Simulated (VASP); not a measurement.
# I in VASP: further runs, part 2 of 2

VASP 6.6.1. The steps go on from the part before.

## (3) Single point, PBE

Contents of INCAR:

```
ALGO = Normal
EDIFF = 1E-7
ENCUT = 520
GGA = PE
ISIF = 2
ISMEAR = -1
LASPH = T
LCHARG = F
LREAL = F
LWAVE = F
NBANDS = 22
NELM = 100
PREC = Accurate
SIGMA = 0.05
```

Contents of KPOINTS:

```
k-points
0
Gamma
  4 4 2
```

Contents of POSCAR:

```
I
1.0
    3.6350350000     -2.3950200000      0.0000000000
    3.6350350000      2.3950200000      0.0000000000
    0.0000000000      0.0000000000      9.7934400000
I
4
Direct
    0.6493000000      0.3507000000      0.3844000000
    0.1493000000      0.8507000000      0.1156000000
    0.3507000000      0.6493000000      0.6156000000
    0.8507000000      0.1493000000      0.8844000000
```

Potentials or basis: VASP PAW PBE potentials, release 64 (I).

The run is started by

```console
$ cat potpaw_PBE.64/I/POTCAR > POTCAR
$ mpirun -np 1 vasp_std > vasp.out
```

OUTCAR:

```text
EDIFF = 1E-7
   ENCUT = 520
   GGA = PE
   ISIF = 2
   ISMEAR = -1
   LASPH = T
   LREAL = F
   NELM = 100
   PREC = Accurate

 ion  position               nearest neighbor table
   1  0.649  0.351  0.384-   3 2.68   2 3.56   2 3.56
   2  0.149  0.851  0.116-   4 2.68   1 3.56   1 3.56
   3  0.351  0.649  0.616-   1 2.68   4 3.56   4 3.56
   4  0.851  0.149  0.884-   2 2.68   3 3.56   3 3.56

  LATTYP: Found a base centered orthorhombic cell.
 ALAT       =     4.7900400000
 B/A-ratio  =     1.5177472422
 C/A-ratio  =     2.0445424255

  Lattice vectors:

 A1 = (  -3.6350350000,  -2.3950200000,   0.0000000000)
 A2 = (   3.6350350000,  -2.3950200000,   0.0000000000)
 A3 = (   0.0000000000,   0.0000000000,   9.7934400000)

Analysis of symmetry for initial positions (statically):
=====================================================================
 Subroutine PRICEL returns:
 Original cell was already a primitive cell.

 Routine SETGRP: Setting up the symmetry group for a
 base centered orthorhombic supercell.

 Subroutine GETGRP returns: Found  8 space group operations
 (whereof  4 operations were pure point group operations)
 out of a pool of  8 trial point group operations.

The static configuration has the point symmetry C_2h.
 The point group associated with its full space group is D_2h.

Analysis of symmetry for dynamics (positions and initial velocities):
=====================================================================
 Subroutine PRICEL returns:
 Original cell was already a primitive cell.

 Routine SETGRP: Setting up the symmetry group for a
 base centered orthorhombic supercell.

 Subroutine GETGRP returns: Found  8 space group operations
 (whereof  4 operations were pure point group operations)
[... 109 lines left out ...]
   EMIN   =  10.00;   EMAX   =-10.00  energy-range for DOS
   EFERMI =   0.00;   METHOD = LEGACY
   ISMEAR =    -1;   SIGMA  =   0.05  broadening in eV -4-tet -1-fermi 0-gaus
   EFERMI_NEDOS =   21; number of points for ismear=-14 and -15
   IALGO  =     38    algorithm
   IMIX   =      4    mixing-type and parameters
     AMIX     =   0.40;   BMIX     =  1.00
     AMIX_MAG =   1.60;   BMIX_MAG =  1.00
  volume/ion in A,a.u.               =      42.63       287.69
  Fermi-wavevector in a.u.,A,eV,Ry     =   0.896465  1.694073 10.934307  0.803649
  Thomas-Fermi vector in A             =   2.018926
   LORBIT       =      0    0 simple, 1 ext, 2 COOP (PROOUT), +10 PAW based schemes
   GGA     = PE    functional components
   LHFCALC =     F    Hartree Fock is set to
   AEXX    =    0.0000 exact exchange contribution
   IVDW    =     0    specifies the selected vdW correction
   LEPSILON=     F    determine dielectric tensor
   LRPA    =     F    only Hartree local field effects (RPA)
 non-spin polarized calculation
  energy-cutoff  :      520.00
  volume of cell :      170.52
 maximum number of plane-waves:      4632
   NGX = 17   NGY = 17   NGZ = 37

 number of electron      28.0000001 magnetization

 Free energy of the ion-electron system (eV)
  ---------------------------------------------------
  ext. energy  EPLUGINS =         0.00000000
  ---------------------------------------------------
  free energy    TOTEN  =        -5.88326831 eV

  energy without entropy =       -5.88326763  energy(sigma->0) =       -5.88326797

 E-fermi :   3.2146     XC(G=0):  -8.0155

 val. band max:        2.5351036580   @ k =   0.5000   0.0000   0.5000
 cond. band min:       3.8338084162   @ k =   0.5000   0.5000   0.0000
 fundamental gap:      1.2987047582
 Fermi energy:         3.2145667678

 k-point     1 :       0.0000    0.0000    0.0000
  band No.  band energies     occupation
      1     -11.0655      2.00000
      2     -10.6073      2.00000
      3      -8.9985      2.00000
      4      -8.0478      2.00000
      5      -2.0202      2.00000
      6      -0.6656      2.00000
[... 339 lines left out ...]
     21       9.7020      0.00000
     22       9.7020      0.00000

------------------------ aborting loop because EDIFF is reached ----------------------------------------

  FORCE on cell =-STRESS in cart. coord.  units (eV):
  Direction    XX          YY          ZZ          XY          YZ          ZX
  --------------------------------------------------------------------------------------
  -------------------------------------------------------------------------------------
  Total        1.3285060      1.4093814      2.8952021      0.0000000      0.0000000      0.0000000
  in kB       12.4821991     13.2420770     27.2023525      0.0000000      0.0000000      0.0000000
  external PRESSURE =      17.6422096 kB  Pullay stress =       0.0000000 kB

 VOLUME and BASIS-vectors are now :
 -----------------------------------------------------------------------------
  energy-cutoff  :      520.00
  volume of cell :      170.52
      direct lattice vectors                 reciprocal lattice vectors
     3.635035000 -2.395020000  0.000000000     0.137550257 -0.208766524  0.000000000
     3.635035000  2.395020000  0.000000000     0.137550257  0.208766524  0.000000000
     0.000000000  0.000000000  9.793440000     0.000000000  0.000000000  0.102109167

 POSITION                                       TOTAL-FORCE (eV/Angst)
 -----------------------------------------------------------------------------------
      3.63503     -0.71515      3.76460         0.000000     -0.382743     -0.738756
      3.63503      1.67987      1.13212         0.000000     -0.382743      0.738756
      3.63503      0.71515      6.02884         0.000000      0.382743      0.738756
      3.63503     -1.67987      8.66132         0.000000      0.382743     -0.738756
 -----------------------------------------------------------------------------------
    total drift:                               -0.000000     -0.000000      0.000000

  FREE ENERGIE OF THE ION-ELECTRON SYSTEM (eV)
  ---------------------------------------------------
  free  energy   TOTEN  =        -5.8832683119 eV

  energy  without entropy=       -5.8832676265  energy(sigma->0) =       -5.88326797
```

OSZICAR:

```text
N       E                     dE             d eps       ncg     rms          rms(c)
DAV:   1     0.150384658695E+03    0.15038E+03   -0.10353E+04   616   0.102E+03
DAV:   2     0.569851410007E+01   -0.14469E+03   -0.14003E+03   868   0.158E+02
DAV:   3    -0.584345492098E+01   -0.11542E+02   -0.11502E+02   786   0.501E+01
DAV:   4    -0.610775135294E+01   -0.26430E+00   -0.26425E+00   794   0.904E+00
DAV:   5    -0.611429620813E+01   -0.65449E-02   -0.65447E-02   758   0.139E+00    0.983E+00
DAV:   6    -0.594110749248E+01    0.17319E+00   -0.15118E-01   730   0.175E+00    0.671E+00
DAV:   7    -0.589392911534E+01    0.47178E-01   -0.38434E-01   712   0.275E+00    0.699E-01
DAV:   8    -0.588305326818E+01    0.10876E-01   -0.54985E-02   664   0.110E+00    0.364E-01
DAV:   9    -0.588317045512E+01   -0.11719E-03   -0.14346E-03   760   0.206E-01    0.206E-01
DAV:  10    -0.588326936902E+01   -0.98914E-04   -0.10758E-04   694   0.606E-02    0.150E-01
DAV:  11    -0.588327007296E+01   -0.70394E-06   -0.43818E-05   736   0.309E-02    0.319E-02
DAV:  12    -0.588326742167E+01    0.26513E-05   -0.13716E-05   730   0.183E-02    0.137E-02
DAV:  13    -0.588326827659E+01   -0.85492E-06   -0.34138E-06   712   0.880E-03    0.127E-02
DAV:  14    -0.588326831186E+01   -0.35273E-07   -0.26573E-07   676   0.249E-03
   1 F= -.58832683E+01 E0= -.58832680E+01  d E =-.685363E-06
```

It took 30 s on 1 thread of Intel Xeon 6975P-C (Granite Rapids), shared host; peak memory 0.27 GiB.

What came out:

* Free energy: -5.8833 eV
* Pressure: 1.8 GPa
* Largest force: 0.832 eV/Å
* Band gap on the k mesh: 1.30 eV (least direct gap 1.41 eV)

Forces in eV/Å, atoms in the order of the input:
```
I    0.000 -0.383 -0.739
I    0.000 -0.383  0.739
I    0.000  0.383  0.739
I    0.000  0.383 -0.739
```

Levels at points of the mesh, in eV from the valence-band top:
```
           k point  band 12  band 13  band 14  band 15  band 16  band 17
(0.00, 0.00, 0.00)    -0.56    -0.09    -0.03     1.39     2.22     5.26
(0.50, 0.00, 0.00)    -1.23    -0.43    -0.43     2.26     2.26     5.43
(0.50, 0.50, 0.00)    -1.36    -0.72    -0.30     1.30     1.85     5.13
(0.00, 0.00, 0.50)    -1.03    -0.06    -0.06     1.65     1.65     5.69
(0.50, 0.00, 0.50)    -0.74     0.00     0.00     1.67     1.67     5.79
(0.50, 0.50, 0.50)    -1.23    -0.98    -0.98     1.43     1.43     6.07
```

Caveat: this functional lacks dispersion, which holds the molecules together, so the pressure and a relaxed volume are unreliable; spin-orbit coupling is left out, which moves the levels of the heavy elements. PBE gaps usually lie below the measured ones, often by a third to a half.
